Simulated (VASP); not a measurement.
A run of VASP 6.6.1:

INCAR

```
  PREC = Accurate
  ENCUT = 520
  EDIFF = 1E-6
  ISMEAR = -1
  SIGMA = 0.05
  LREAL = F
  LASPH = T
  NELM = 80
  ALGO = Normal
  ISIF = 2
  LWAVE = F
  LCHARG = F
  GGA = CA
  NBANDS = 11
```

File KPOINTS:

```
Automatic mesh
0
Gamma
  8 8 8
```

File POSCAR:

```
Ba
1.0
   -2.5230998215      2.5230998215      2.5230998215
    2.5230998215     -2.5230998215      2.5230998215
    2.5230998215      2.5230998215     -2.5230998215
Ba
1
Direct
    0.0000000000      0.0000000000      0.0000000000
```

Potentials or basis: VASP PAW LDA potentials, release 64 (Ba_sv).

Run with:

```sh
$ cat potpaw_LDA.64/Ba_sv/POTCAR > POTCAR
$ mpirun -np 1 vasp_std > vasp.out
```

Hardware: 1 thread of Intel Xeon 6975P-C (shared host).

**Question.** Estimate the wall time of this run.

**Answer.** Wall time 14 s on 1 thread of Intel Xeon 6975P-C (shared host), peak memory 0.17 GiB. Counts: scf iterations 10, k points 29.
